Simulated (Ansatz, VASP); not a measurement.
**One calculation of KCl, two programs**

File POSCAR:

```
KCl
1.0
    0.0000000000      3.1039449222      3.1039449222
    3.1039449222      0.0000000000      3.1039449222
    3.1039449222      3.1039449222      0.0000000000
K Cl
1 1
Direct
    0.0000000000      0.0000000000      0.0000000000
    0.5000000000      0.5000000000      0.5000000000
```

File INCAR.step1:

```
SYSTEM = KCl
PREC     = Accurate       ! precision mode
ENCUT    = 520            ! plane-wave cutoff, eV
EDIFF    = 1E-5           ! SCF threshold, eV
ISMEAR   = -1             ! smearing method
SIGMA    = 0.05           ! smearing width, eV
LREAL    = .False.        ! projectors in reciprocal space
LASPH    = .True.         ! aspherical terms in the spheres
NELM     = 60             ! most SCF steps
ALGO     = Normal         ! electronic algorithm
ISIF     = 2              ! what is computed and relaxed
LWAVE    = .True.         ! write WAVECAR
LCHARG   = .False.        ! write CHGCAR
NBANDS   = 15             ! bands
GGA      = PE             ! functional
```

Contents of INCAR.step2:

```
SYSTEM = KCl
PREC     = Accurate       ! precision mode
ENCUT    = 520            ! plane-wave cutoff, eV
EDIFF    = 1E-7           ! SCF threshold, eV
ISMEAR   = -1             ! smearing method
SIGMA    = 0.05           ! smearing width, eV
LREAL    = .False.        ! projectors in reciprocal space
LASPH    = .True.         ! aspherical terms in the spheres
NELM     = 60             ! most SCF steps
ALGO     = Normal         ! electronic algorithm
ISIF     = 2              ! what is computed and relaxed
LWAVE    = .False.        ! write WAVECAR
LCHARG   = .False.        ! write CHGCAR
GGA      = PE             ! functional
LHFCALC  = .True.         ! exact exchange
HFSCREEN = 0.2079         ! screening, 1/A
PRECFOCK = Normal       
NBANDS   = 15             ! bands
ISTART   = 1
```

File KPOINTS:

```
Automatic mesh
0
Gamma
  4 4 4
  0 0 0
```

File input:

```
crystal:
  lattice:
    - [0.0, 3.1039449222, 3.1039449222]
    - [3.1039449222, 0.0, 3.1039449222]
    - [3.1039449222, 3.1039449222, 0.0]
  atoms:
    - { symbol: K, position: [0.0, 0.0, 0.0] }
    - { symbol: Cl, position: [0.5, 0.5, 0.5] }
hamiltonian:
  xc: hse06
  pseudopotentials: { kind: paw }
kpoints:
  mp_grid: { grid: [4, 4, 4] }
scf:
  occupations: { method: fermi_dirac, width: 0.05 }
output:
  forces: true
  stress: true
  eigenvalues: true
```

Alike in both runs: task single point; functional HSE06; k mesh 4 × 4 × 4; occupations fermi-dirac, width 0.05 eV; no spin polarisation.

|  | VASP | Ansatz |
| --- | --- | --- |
| version | VASP 6.6.1 | Ansatz 0.2.0 |
| potentials or method | VASP PAW PBE potentials, release 64 (K_sv, Cl) | Ansatz PAW |
| plane-wave cutoff (eV) | 520 | 420 |
| valence electrons in the cell | 16 | 16 |

|  | VASP | Ansatz | Ansatz less VASP |
| --- | --- | --- | --- |
| gap on the k mesh at the Fermi level (eV) | 6.65 | 6.65 | +0.004 |
| least direct gap on the mesh (eV) | 6.65 | 6.65 | +0.004 |
| pressure (GPa) | 1.4 | 1.3 | -0.04 |

The k mesh is coarse, so the values compare programs but aren't converged.
